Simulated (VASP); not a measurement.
# Sr in VASP: single point with PBE

Aim: the single point of Sr with PBE.

Program: VASP 6.6.1. These are calculated values, not measurements. Logs are shortened: lines on timing, memory, paths and dates and some standing lists are left out, and cuts for length are marked.

### Step 1. The cell of the first run

The cell holds a sublattice, 1 atom: a = 5.877 Å, b = 5.877 Å, c = 5.877 Å, α = 60.00°, β = 60.00°, γ = 60.00°.

### Step 2. Single point, PBE

INCAR

```
  PREC = Accurate
  ENCUT = 400
  EDIFF = 1E-6
  ISMEAR = 0
  SIGMA = 0.1
  LREAL = False
  LASPH = True
  NELM = 120
  ALGO = Normal
  ISIF = 2
  LWAVE = False
  LCHARG = False
  GGA = PE
  NBANDS = 11
  GGA_COMPAT = False
```

KPOINTS

```
regular mesh
0
Gamma
  6 6 6
```

POSCAR

```
Sr
1.0
    0.0000000000      4.1558888100      4.1558888100
    4.1558888100      0.0000000000      4.1558888100
    4.1558888100      4.1558888100      0.0000000000
Sr
1
Direct
    0.7500000000      0.7500000000      0.7500000000
```

Potentials or basis: VASP PAW PBE potentials, release 64 (Sr_sv).

Command:

```
cat potpaw_PBE.64/Sr_sv/POTCAR > POTCAR
mpirun -np 1 vasp_std > vasp.out
```

OUTCAR:

```text
PREC = Accurate
   ENCUT = 400
   EDIFF = 1E-6
   ISMEAR = 0
   LREAL = False
   LASPH = True
   NELM = 120
   ISIF = 2
   GGA = PE

 ion  position               nearest neighbor table
   1  0.750  0.750  0.750-

  LATTYP: Found a face centered cubic cell.
 ALAT       =     8.3117776200

  Lattice vectors:

 A1 = (   0.0000000000,   4.1558888100,   4.1558888100)
 A2 = (   4.1558888100,   0.0000000000,   4.1558888100)
 A3 = (   4.1558888100,   4.1558888100,   0.0000000000)

Analysis of symmetry for initial positions (statically):
=====================================================================
 Subroutine PRICEL returns:
 Original cell was already a primitive cell.

 Routine SETGRP: Setting up the symmetry group for a
 face centered cubic supercell.

 Subroutine GETGRP returns: Found 48 space group operations
 (whereof 24 operations were pure point group operations)
 out of a pool of 48 trial point group operations.

The static configuration has the point symmetry T_d .
 The point group associated with its full space group is O_h .

Analysis of symmetry for dynamics (positions and initial velocities):
=====================================================================
 Subroutine PRICEL returns:
 Original cell was already a primitive cell.

 Routine SETGRP: Setting up the symmetry group for a
 face centered cubic supercell.

 Subroutine GETGRP returns: Found 48 space group operations
 (whereof 24 operations were pure point group operations)
 out of a pool of 48 trial point group operations.

The dynamic configuration has the point symmetry T_d .
 The point group associated with its full space group is O_h .

 Subroutine INISYM returns: Found 48 space group operations
 (whereof 24 operations are pure point group operations),
 and found     1 'primitive' translations

----------------------------------------------------------------------------------------

                                     Primitive cell

  volume of cell :     143.5561

  direct lattice vectors                    reciprocal lattice vectors
     0.000000000  4.155888810  4.155888810    -0.120311207  0.120311207  0.120311207
     4.155888810  0.000000000  4.155888810     0.120311207 -0.120311207  0.120311207
     4.155888810  4.155888810  0.000000000     0.120311207  0.120311207 -0.120311207

  length of vectors
     5.877314319  5.877314319  5.877314319     0.208385124  0.208385124  0.208385124

  position of ions in fractional coordinates (direct lattice)
     0.750000000  0.750000000  0.750000000

  ion indices of the primitive-cell ions
   primitive index   ion index
                 1           1

----------------------------------------------------------------------------------------

 KPOINTS: regular mesh

Automatic generation of k-mesh.
 Grid dimensions read from file:
 generate k-points for:    6    6    6

 Generating k-lattice:

  Cartesian coordinates                     Fractional coordinates (reciprocal lattice)
    -0.020051868  0.020051868  0.020051868     0.166666667  0.000000000  0.000000000
     0.020051868 -0.020051868  0.020051868     0.000000000  0.166666667  0.000000000
     0.020051868  0.020051868 -0.020051868     0.000000000  0.000000000  0.166666667

  Length of vectors
     0.034730854  0.034730854  0.034730854

  Shift w.r.t. Gamma in fractional coordinates (k-lattice)
     0.000000000  0.000000000  0.000000000

 Subroutine IBZKPT returns following result:
 ===========================================

 Found     16 irreducible k-points:

 Following reciprocal coordinates:
            Coordinates               Weight
  0.000000  0.000000  0.000000      1.000000
  0.166667  0.000000  0.000000      8.000000
  0.333333  0.000000  0.000000      8.000000
  0.500000  0.000000  0.000000      4.000000
  0.166667  0.166667  0.000000      6.000000
  0.333333  0.166667  0.000000     24.000000
[... 8 lines left out ...]
 -0.333333  0.333333  0.166667     24.000000
 -0.333333  0.500000  0.166667     12.000000
   k-points           NKPTS =     16   k-points in BZ     NKDIM =     16   number of bands    NBANDS=     11
   number of dos      NEDOS =    301   number of ions     NIONS =      1
   total plane-waves  NPLWV =  64000
   dimension x,y,z NGX =    40 NGY =   40 NGZ =   40
   dimension x,y,z NGXF=    80 NGYF=   80 NGZF=   80
   ions per type =               1
   NGX,Y,Z   is equivalent  to a cutoff of  11.31, 11.31, 11.31 a.u.
   NGXF,Y,Z  is equivalent  to a cutoff of  22.63, 22.63, 22.63 a.u.
 SYSTEM =  unknown system
   PREC   = accura    normal or accurate (medium, high low for compatibility)
   ISTART =      0    job   : 0-new  1-cont  2-samecut
   ICHARG =      2    charge: 1-file 2-atom 10-const
   ISPIN  =      1    spin polarized calculation?
   LNONCOLLINEAR =      F non collinear calculations
   LSORBIT =      F    spin-orbit coupling
   LASPH  =      T    aspherical Exc in radial PAW
   ENCUT  =  400.0 eV  29.40 Ry    5.42 a.u.   9.58  9.58  9.58*2*pi/ulx,y,z
   NELM   =    120;   NELMIN=  2; NELMDL= -5     # of ELM steps
   EDIFF  = 0.1E-05   stopping-criterion for ELM
   LREAL  =      F    real-space projection
   EDIFFG = 0.1E-04   stopping-criterion for IOM
   NSW    =      0    number of steps for IOM
   IBRION =     -1    ionic relax: 0-MD 1-quasi-New 2-CG
   NFREE  =      0    steps in history (QN), initial steepest desc. (CG)
   ISIF   =      2    stress and relaxation
   ISYM   =      2    0-nonsym 1-usesym 2-fastsym
   POTIM  = 0.5000    time-step for ionic-motion
   TEBEG  =    0.0;   TEEND  =   0.0 temperature during run
   PSTRESS=    0.0 pullay stress
   NELECT =      10.0000    total number of electrons
   NUPDOWN=      -1.0000    fix difference up-down
   EMIN   =  10.00;   EMAX   =-10.00  energy-range for DOS
   EFERMI =   0.00;   METHOD = LEGACY
   ISMEAR =     0;   SIGMA  =   0.10  broadening in eV -4-tet -1-fermi 0-gaus
   EFERMI_NEDOS =   21; number of points for ismear=-14 and -15
   IALGO  =     38    algorithm
   IMIX   =      4    mixing-type and parameters
     AMIX     =   0.40;   BMIX     =  1.00
     AMIX_MAG =   1.60;   BMIX_MAG =  1.00
  volume/ion in A,a.u.               =     143.56       968.76
  Fermi-wavevector in a.u.,A,eV,Ry     =   0.673598  1.272916  6.173433  0.453735
  Thomas-Fermi vector in A             =   1.750066
   LORBIT       =      0    0 simple, 1 ext, 2 COOP (PROOUT), +10 PAW based schemes
   GGA     = PE    functional components
   LHFCALC =     F    Hartree Fock is set to
   AEXX    =    0.0000 exact exchange contribution
   IVDW    =     0    specifies the selected vdW correction
   LEPSILON=     F    determine dielectric tensor
   LRPA    =     F    only Hartree local field effects (RPA)
 non-spin polarized calculation
 Gauss-broadening in eV      SIGMA  =   0.10
  energy-cutoff  :      400.00
  volume of cell :      143.56
 maximum number of plane-waves:      2637
 NGX is ok and might be reduce to    40
   NGX = 19   NGY = 19   NGZ = 19

 number of electron      10.0000000 magnetization

 Free energy of the ion-electron system (eV)
  ---------------------------------------------------
  ext. energy  EPLUGINS =         0.00000000
  ---------------------------------------------------
  free energy    TOTEN  =        -0.58633997 eV

  energy without entropy =       -0.58226228  energy(sigma->0) =       -0.58430113

 E-fermi :  -0.7072     XC(G=0):  -4.9257

 val. band max:       -0.7493175006   @ k =  -0.3333   0.5000   0.1667
 cond. band min:      -0.5473506347   @ k =   0.5000   0.1667   0.0000
 fundamental gap:      0.2019668659
 Fermi energy:        -0.7071637843

 k-point     1 :       0.0000    0.0000    0.0000
  band No.  band energies     occupation
      1     -38.9318      2.00000
      2     -20.8365      2.00000
      3     -20.8365      2.00000
      4     -20.8365      2.00000
      5      -2.9241      2.00000
      6       0.6962      0.00000
      7       0.6962      0.00000
      8       0.6962      0.00000
      9       1.1570      0.00000
     10       1.1570      0.00000
     11       3.8536      0.00000

 k-point     2 :       0.1667    0.0000    0.0000
  band No.  band energies     occupation
      1     -38.9318      2.00000
      2     -20.8373      2.00000
      3     -20.8367      2.00000
      4     -20.8367      2.00000
      5      -2.7275      2.00000
      6       0.4779      0.00000
      7       0.7503      0.00000
      8       0.7503      0.00000
      9       1.1233      0.00000
     10       1.1233      0.00000
     11       2.7386      0.00000

 k-point     3 :       0.3333    0.0000    0.0000
  band No.  band energies     occupation
      1     -38.9318      2.00000
      2     -20.8389      2.00000
      3     -20.8369      2.00000
      4     -20.8369      2.00000
      5      -2.1712      2.00000
      6      -0.1170      0.00000
      7       0.7189      0.00000
      8       0.7189      0.00000
      9       1.2835      0.00000
     10       1.2835      0.00000
     11       1.5618      0.00000

 k-point     4 :       0.5000    0.0000    0.0000
  band No.  band energies     occupation
      1     -38.9318      2.00000
      2     -20.8397      2.00000
      3     -20.8371      2.00000
      4     -20.8371      2.00000
      5      -1.5997      2.00000
      6      -0.7528      1.48156
      7       0.6638      0.00000
      8       0.6638      0.00000
      9       1.1801      0.00000
     10       1.4732      0.00000
     11       1.4732      0.00000
[... 127 lines left out ...]
 k-point    14 :       0.5000    0.3333    0.1667
  band No.  band energies     occupation
      1     -38.9318      2.00000
      2     -20.8390      2.00000
      3     -20.8379      2.00000
      4     -20.8374      2.00000
      5      -1.6741      2.00000
      6      -0.0132      0.00000
      7       0.2244      0.00000
      8       0.7169      0.00000
      9       1.1655      0.00000
     10       1.1826      0.00000
     11       1.5844      0.00000

 k-point    15 :      -0.3333    0.3333    0.1667
  band No.  band energies     occupation
      1     -38.9318      2.00000
      2     -20.8391      2.00000
      3     -20.8383      2.00000
      4     -20.8376      2.00000
      5      -1.0507      2.00000
      6      -0.5078      0.00480
      7       0.1479      0.00000
      8       0.3459      0.00000
      9       1.0649      0.00000
     10       1.4673      0.00000
     11       1.5949      0.00000

 k-point    16 :      -0.3333    0.5000    0.1667
  band No.  band energies     occupation
      1     -38.9318      2.00000
      2     -20.8392      2.00000
      3     -20.8383      2.00000
      4     -20.8378      2.00000
      5      -0.7493      1.44892
      6      -0.3125      0.00000
      7      -0.1281      0.00000
      8       0.0747      0.00000
      9       1.2992      0.00000
     10       1.5587      0.00000
     11       1.6290      0.00000

------------------------ aborting loop because EDIFF is reached ----------------------------------------

  FORCE on cell =-STRESS in cart. coord.  units (eV):
  Direction    XX          YY          ZZ          XY          YZ          ZX
  --------------------------------------------------------------------------------------
  -------------------------------------------------------------------------------------
  Total       -1.2585476     -1.2585476     -1.2585476      0.0000000     -0.0000000      0.0000000
  in kB      -14.0461875    -14.0461875    -14.0461875      0.0000000     -0.0000000      0.0000000
  external PRESSURE =     -14.0461875 kB  Pullay stress =       0.0000000 kB

 VOLUME and BASIS-vectors are now :
 -----------------------------------------------------------------------------
  energy-cutoff  :      400.00
  volume of cell :      143.56
      direct lattice vectors                 reciprocal lattice vectors
     0.000000000  4.155888810  4.155888810    -0.120311207  0.120311207  0.120311207
     4.155888810  0.000000000  4.155888810     0.120311207 -0.120311207  0.120311207
     4.155888810  4.155888810  0.000000000     0.120311207  0.120311207 -0.120311207

 POSITION                                       TOTAL-FORCE (eV/Angst)
 -----------------------------------------------------------------------------------
      6.23383      6.23383      6.23383         0.000000      0.000000     -0.000000
 -----------------------------------------------------------------------------------
    total drift:                                0.000000     -0.000000      0.000000

  FREE ENERGIE OF THE ION-ELECTRON SYSTEM (eV)
  ---------------------------------------------------
  free  energy   TOTEN  =        -0.5863399697 eV

  energy  without entropy=       -0.5822622808  energy(sigma->0) =       -0.58430113
```

Wall time 39 s (1 thread of AMD EPYC 7R43 (Zen 3), shared host); peak memory 0.19 GiB.

Results:

* Free energy: -0.5863 eV
* Pressure: -1.4 GPa
* Band gap on the k mesh: zero (filled and empty bands overlap)

The gap in the log of VASP goes by the Fermi energy; the results here count the filled bands.